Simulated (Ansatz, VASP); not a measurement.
## One calculation of HgTe, two programs

```
CELL_PARAMETERS angstrom
-3.04560 3.04560 1.55941
3.04560 -3.04560 1.55941
3.04560 3.04560 -1.55941
ATOMIC_POSITIONS crystal
Hg 0.75000 0.25000 0.50000
Te 0.00000 0.00000 0.00000
```

Alike in both runs: task single point; functional r2SCAN; k mesh 10 × 10 × 10; occupations fermi-dirac, width 0.05 eV; no spin polarisation.

```csv
,VASP,Ansatz
version,VASP 6.6.1,Ansatz 0.2.0
potentials or method,"VASP PAW PBE potentials, release 64 (Hg, Te)",Ansatz PAW
plane-wave cutoff (eV),520,500
valence electrons in the cell,18,36
```

|  | VASP | Ansatz | Ansatz less VASP |
| --- | --- | --- | --- |
| gap on the k mesh at the Fermi level (eV) | none | none | - |
| pressure (GPa) | -1.0 | -1.1 | -0.11 |
| traceless stress, the component that is largest in VASP (GPa) | 3.14 | 3.14 | -0.003 |

VASP's potentials were made for PBE, not for r2SCAN. A gap of «none» marks a metal or a gap that the smearing closes. VASP's potentials hold 18 valence electrons a cell and Ansatz's 36, so a difference there can come from the potentials and not from the codes.

Neither program's run includes spin-orbit coupling.
